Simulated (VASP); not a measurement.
# RbBr (Pm-3m) in VASP: further runs, part 3 of 3

VASP 6.6.1. The steps go on from the part before.

### 7 Vibrations by perturbation theory, PBEsol

This run uses another cell than the first one, of 29.75 Å³/atom, 1.569 times its volume.

Contents of INCAR:

```
SYSTEM = RbBr
ALGO     = Normal         ! electronic algorithm
EDIFF    = 1E-8           ! SCF threshold, eV
ENCUT    = 520            ! plane-wave cutoff, eV
GGA      = PS             ! functional
IBRION   = 8              ! ionic algorithm
ISIF     = 2              ! what is computed and relaxed
ISMEAR   = 0              ! smearing method
LASPH    = .True.         ! aspherical terms in the spheres
LCHARG   = .False.        ! write CHGCAR
LEPSILON = .True.         ! dielectric tensor by DFPT
LREAL    = .False.        ! projectors in reciprocal space
LWAVE    = .False.        ! write WAVECAR
NELM     = 80             ! most SCF steps
NSW      = 1              ! ionic steps
PREC     = Accurate       ! precision mode
SIGMA    = 0.01           ! smearing width, eV
```

Contents of KPOINTS:

```
k-points
0
Gamma
  6 6 6
  0 0 0
```

Contents of POSCAR:

```
RbBr
1.0
    3.9039364528      0.0000000000      0.0000000000
    0.0000000000      3.9039364528      0.0000000000
    0.0000000000      0.0000000000      3.9039364528
Rb Br
1 1
Direct
    0.0000000000      0.0000000000      0.0000000000
    0.5000000000      0.5000000000      0.5000000000
```

Potentials or basis: VASP PAW PBE potentials, release 64 (Rb_sv, Br).

Run with:

```console
> cat potpaw_PBE.64/Rb_sv/POTCAR potpaw_PBE.64/Br/POTCAR > POTCAR
> mpirun -np 1 vasp_std > vasp.out
```

OUTCAR:

```text
SYSTEM = RbBr
   EDIFF = 1E-8
   ENCUT = 520
   GGA = PS
   IBRION = 8
   ISIF = 2
   ISMEAR = 0
   LASPH = .True.
   LEPSILON = .True.
   LREAL = .False.
   NELM = 80
   NSW = 1
   PREC = Accurate

 ion  position               nearest neighbor table
   1  0.000  0.000  0.000-   2 3.38   2 3.38   2 3.38   2 3.38   2 3.38   2 3.38   2 3.38   2 3.38

   2  0.500  0.500  0.500-   1 3.38   1 3.38   1 3.38   1 3.38   1 3.38   1 3.38   1 3.38   1 3.38

  LATTYP: Found a simple cubic cell.
 ALAT       =     3.9039364528

  Lattice vectors:

 A1 = (   3.9039364528,   0.0000000000,   0.0000000000)
 A2 = (   0.0000000000,   3.9039364528,   0.0000000000)
 A3 = (   0.0000000000,   0.0000000000,   3.9039364528)

Analysis of symmetry for initial positions (statically):
=====================================================================
 Subroutine PRICEL returns:
 Original cell was already a primitive cell.

 Routine SETGRP: Setting up the symmetry group for a
 simple cubic supercell.

 Subroutine GETGRP returns: Found 48 space group operations
 (whereof 48 operations were pure point group operations)
 out of a pool of 48 trial point group operations.

The static configuration has the point symmetry O_h .

Analysis of symmetry for dynamics (positions and initial velocities):
=====================================================================
 Subroutine PRICEL returns:
 Original cell was already a primitive cell.

[... 553 lines left out ...]
  z     0.00000     0.00000     0.00000     0.00000     0.00000     0.00000

 PIEZOELECTRIC TENSOR (including local field effects)  for field in x, y, z        (C/m^2)
          XX          YY          ZZ          XY          YZ          ZX
  --------------------------------------------------------------------------------
  x     0.00000     0.00000     0.00000     0.00000     0.00000     0.00000
  y     0.00000     0.00000     0.00000     0.00000     0.00000     0.00000
  z     0.00000     0.00000     0.00000     0.00000     0.00000     0.00000

 BORN EFFECTIVE CHARGES (including local field effects) (in |e|, cummulative output)
 ---------------------------------------------------------------------------------
 ion    1
    1     1.22741    -0.00000     0.00000
    2     0.00000     1.22741     0.00000
    3     0.00000     0.00000     1.22741
 ion    2
    1    -1.22741     0.00000    -0.00000
    2    -0.00000    -1.22741    -0.00000
    3    -0.00000    -0.00000    -1.22741

 INTERNAL STRAIN TENSOR FOR ION    2 for displacements in x,y,z  (eV/Angst):
          X           Y           Z          XY          YZ          ZX
  --------------------------------------------------------------------------------
  x     0.00000     0.00000     0.00000     0.00000     0.00000     0.00000
  y     0.00000     0.00000     0.00000     0.00000     0.00000     0.00000
  z     0.00000     0.00000     0.00000     0.00000     0.00000     0.00000

 SECOND DERIVATIVES (NOT SYMMETRIZED)
 ------------------------------------
               1X          1Y          1Z          2X          2Y          2Z
  1X    -1.713544   -0.000000    0.000000    1.713544    0.000000    0.000000
  1Y    -0.000000   -1.713544   -0.000000    0.000000    1.713544    0.000000
  1Z    -0.000000   -0.000000   -1.713544    0.000000    0.000000    1.713544
  2X     1.706618    0.000000   -0.000000   -1.706618   -0.000000    0.000000
  2Y     0.000000    1.706618   -0.000000   -0.000000   -1.706618    0.000000
  2Z     0.000000    0.000000    1.706618    0.000000   -0.000000   -1.706618

 Eigenvectors and eigenvalues of the dynamical matrix
 ----------------------------------------------------

   1 f  =    3.181188 THz    19.987997 2PiTHz  106.113025 cm-1    13.156332 meV
             X         Y         Z           dx          dy          dz
      0.000000  0.000000  0.000000     0.124680   -0.492031   -0.475972
      1.951968  1.951968  1.951968    -0.128687    0.507844    0.491269
[... 21 lines left out ...]
   6 f/i=    0.003219 THz     0.020228 2PiTHz    0.107390 cm-1     0.013315 meV
             X         Y         Z           dx          dy          dz
      0.000000  0.000000  0.000000    -0.179851   -0.386573   -0.577950
      1.951968  1.951968  1.951968    -0.174251   -0.374536   -0.559954

--------------------------------------------------------------------------------------------------------

 MACROSCOPIC STATIC DIELECTRIC TENSOR IONIC CONTRIBUTION
 ------------------------------------------------------
           2.679301     0.000000    -0.000000
           0.000000     2.679301     0.000000
          -0.000000     0.000000     2.679301
 ------------------------------------------------------

 ELASTIC MODULI CONTR FROM IONIC RELAXATION (kBar)
 Direction    XX          YY          ZZ          XY          YZ          ZX
 --------------------------------------------------------------------------------
 XX           0.0000      0.0000      0.0000      0.0000      0.0000      0.0000
 YY           0.0000      0.0000      0.0000      0.0000      0.0000      0.0000
 ZZ           0.0000      0.0000      0.0000      0.0000      0.0000      0.0000
 XY           0.0000      0.0000      0.0000      0.0000      0.0000      0.0000
 YZ           0.0000      0.0000      0.0000      0.0000      0.0000      0.0000
 ZX           0.0000      0.0000      0.0000      0.0000      0.0000      0.0000
 --------------------------------------------------------------------------------

 PIEZOELECTRIC TENSOR IONIC CONTR  for field in x, y, z        (C/m^2)
          XX          YY          ZZ          XY          YZ          ZX
  --------------------------------------------------------------------------------
  x     0.00000     0.00000     0.00000     0.00000     0.00000     0.00000
  y     0.00000     0.00000     0.00000     0.00000     0.00000     0.00000
  z     0.00000     0.00000     0.00000     0.00000     0.00000     0.00000
```

OSZICAR:

```text
N       E                     dE             d eps       ncg     rms          rms(c)
DAV:   1     0.837724890766E+02    0.83772E+02   -0.70680E+03   480   0.117E+03
DAV:   2    -0.167920715188E+01   -0.85452E+02   -0.81648E+02   676   0.195E+02
DAV:   3    -0.633520040255E+01   -0.46560E+01   -0.46425E+01   624   0.495E+01
[... 213 lines left out ...]
RMM:  10    -0.143270188992E+00    0.15780E-06    0.71096E-07  2103   0.166E-04    0.786E-06
RMM:  11    -0.143270173125E+00    0.15867E-07    0.24290E-07  2056   0.124E-04    0.242E-06
RMM:  12    -0.143270159329E+00    0.13795E-07    0.26472E-07  2039   0.110E-04    0.121E-06
RMM:  13    -0.143270159395E+00   -0.65584E-10    0.19378E-07  1764   0.104E-04    0.851E-07
RMM:  14    -0.143270160948E+00   -0.15528E-08    0.30366E-07  1413   0.102E-04    0.331E-07
RMM:  15    -0.143270160443E+00    0.50515E-09    0.31454E-07  1112   0.101E-04    0.687E-08
 Linear response finished
```

stdout:

```text
POSCAR found type information on POSCAR RbBr
 POSCAR found :  2 types and       2 ions
 scaLAPACK will be used
 -----------------------------------------------------------------------------
|                                                                             |
|                                                                             |
|     You enforced a specific xc type in the INCAR file but a different       |
[... 39 lines left out ...]
 force on displaced ion       1 direction 1 :  -1.714  -0.000  -0.000
 Born effective charge ion    1 direction 1 :   1.225   0.000   0.000
 Linear response progress:
 first order change of Fermi-energy  -0.46888E-04
 force on displaced ion       2 direction 1 :  -1.707   0.000  -0.000
 Born effective charge ion    2 direction 1 :  -1.230   0.000   0.000
 Born effective charges drift removed
 Linear response finished
```

It took 3.6 min on 1 thread of Intel Xeon 6975P-C (Granite Rapids), shared host; peak memory 0.23 GiB.

What came out:

```
Electronic dielectric tensor (diagonal)                 : 3.24
Born charges (mean of the diagonal)                     : Rb +1.23; Br -1.23 e
Highest phonon frequency at Γ, LO-TO splitting left out : 106 cm⁻¹
```

Phonon frequencies in cm⁻¹ (negative: imaginary):
```
              q point        frequencies
(0.000, 0.000, 0.000)  0 0 0 106 106 106
```

Electronic dielectric tensor:
```
3.24 0.00 0.00
0.00 3.24 0.00
0.00 0.00 3.24
```

Born effective charge tensors (e):
atom 1, Rb
```
1.23 0.00 0.00
0.00 1.23 0.00
0.00 0.00 1.23
```
atom 2, Br
```
-1.23  0.00  0.00
 0.00 -1.23  0.00
 0.00  0.00 -1.23
```

Caveat: the cell wasn't relaxed at this level first, which shifts response properties; the PAW data sets were made with another functional, which shifts forces and pressure a little.
